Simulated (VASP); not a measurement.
SiC: relaxation of the atoms with PBE

SiC:

```
CELL_PARAMETERS angstrom
0.01055 2.20121 2.17922
2.20121 0.01055 2.17922
2.21176 2.21176 0.00000
ATOMIC_POSITIONS crystal
Si 0.00014 0.00014 0.99986
C 0.24986 0.24986 0.25014
```

This cell differs from its parent crystal: strained cell.

| Quantity | Value |
| --- | --- |
| Program | VASP 6.6.1 |
| Task | relaxation of the atoms |
| Functional | PBE |
| Potentials or basis | VASP PAW PBE potentials, release 64 (Si, C) |
| Cutoff | 520 eV |
| k mesh | 10 × 10 × 10 |
| Occupations | gaussian, width 0.02 eV |
| Spin | no spin polarisation |
| Dipole correction | no |
| Further INCAR settings | ALGO = Normal; EDIFF = 1e-07; IBRION = 2; EDIFFG = -0.002; NSW = 60 |

The energy gained by relaxing is 0.0 meV/atom. The ionic steps are 3. The pressure after relaxing is -1.2 GPa and the band gap on the k mesh is 1.27 eV (least direct gap 4.45 eV).

Stress tensor (GPa, compression positive):
```
-2.02 -2.26  0.00
-2.26 -2.02  0.00
 0.00  0.00  0.48
```

Final structure:
```cif
data_structure
_symmetry_space_group_name_H-M 'P 1'
_symmetry_Int_Tables_number 1
_cell_length_a 3.0975
_cell_length_b 3.0975
_cell_length_c 3.1279
_cell_angle_alpha 59.675
_cell_angle_beta 59.675
_cell_angle_gamma 60.012
_cell_volume 21.12
loop_
_atom_site_label
_atom_site_type_symbol
_atom_site_fract_x
_atom_site_fract_y
_atom_site_fract_z
_atom_site_occupancy
Si1 Si 0.00044 0.00044 0.99956 1
C1 C 0.24956 0.24956 0.25044 1
```

Levels at points of the mesh, in eV from the valence-band top:
| k point | band 1 | band 2 | band 3 | band 4 | band 5 | band 6 | band 7 | band 8 |
| --- | --- | --- | --- | --- | --- | --- | --- | --- |
| (0.00, 0.00, 0.00) | -15.29 | -0.11 | -0.02 | 0.00 | 5.93 | 7.03 | 7.12 | 7.23 |
| (0.50, 0.00, 0.00) | -11.76 | -8.45 | -1.19 | -1.05 | 5.12 | 6.95 | 7.18 | 9.88 |
| (0.50, 0.50, 0.00) | -10.32 | -7.69 | -3.34 | -3.18 | 1.27 | 4.10 | 13.71 | 13.74 |
| (0.00, 0.00, 0.50) | -11.83 | -8.48 | -1.10 | -1.02 | 5.27 | 7.11 | 7.18 | 9.92 |
| (0.50, 0.00, 0.50) | -10.39 | -7.82 | -3.16 | -3.15 | 1.36 | 4.27 | 13.59 | 13.92 |

Wall time 33 s on 1 thread of Intel Xeon 8259CL, on a shared host, peak memory 0.15 GiB.

Caveat: the cell differs from its parent crystal (strained cell). A k mesh can miss the band edges.
